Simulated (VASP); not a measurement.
Input of a VASP 6.6.1 run:

Contents of INCAR:

```
SYSTEM = AlRu
ALGO     = Normal         ! electronic algorithm
EDIFF    = 1E-6           ! SCF threshold, eV
ENCUT    = 520            ! plane-wave cutoff, eV
ISIF     = 2              ! what is computed and relaxed
ISMEAR   = -1             ! smearing method
LASPH    = .TRUE.         ! aspherical terms in the spheres
LCHARG   = .TRUE.         ! write CHGCAR
LELF     = .TRUE.         ! ELF
LREAL    = .FALSE.        ! projectors in reciprocal space
LVHAR    = .TRUE.       
LWAVE    = .FALSE.        ! write WAVECAR
NBANDS   = 16             ! bands
NELM     = 80             ! most SCF steps
PREC     = Accurate       ! precision mode
SIGMA    = 0.05           ! smearing width, eV
```

File KPOINTS:

```
k-points
0
G
  9 9 9
  0 0 0
```

Contents of POSCAR:

```
AlRu
1.0
    2.9536894821      0.0000000000      0.0000000000
    0.0000000000      2.9536894821      0.0000000000
    0.0000000000      0.0000000000      2.9536894821
Ru Al
1 1
Direct
    0.5000000000      0.5000000000      0.5000000000
    0.0000000000      0.0000000000      0.0000000000
```

Potentials or basis: VASP PAW LDA potentials, release 64 (Ru_pv, Al).

Launch:

```console
$ cat potpaw_LDA.64/Ru_pv/POTCAR potpaw_LDA.64/Al/POTCAR > POTCAR
$ mpirun -np 1 vasp_std > vasp.out
```

(1) What does it give for the pressure?

## Answers

(1) 0.5 GPa.
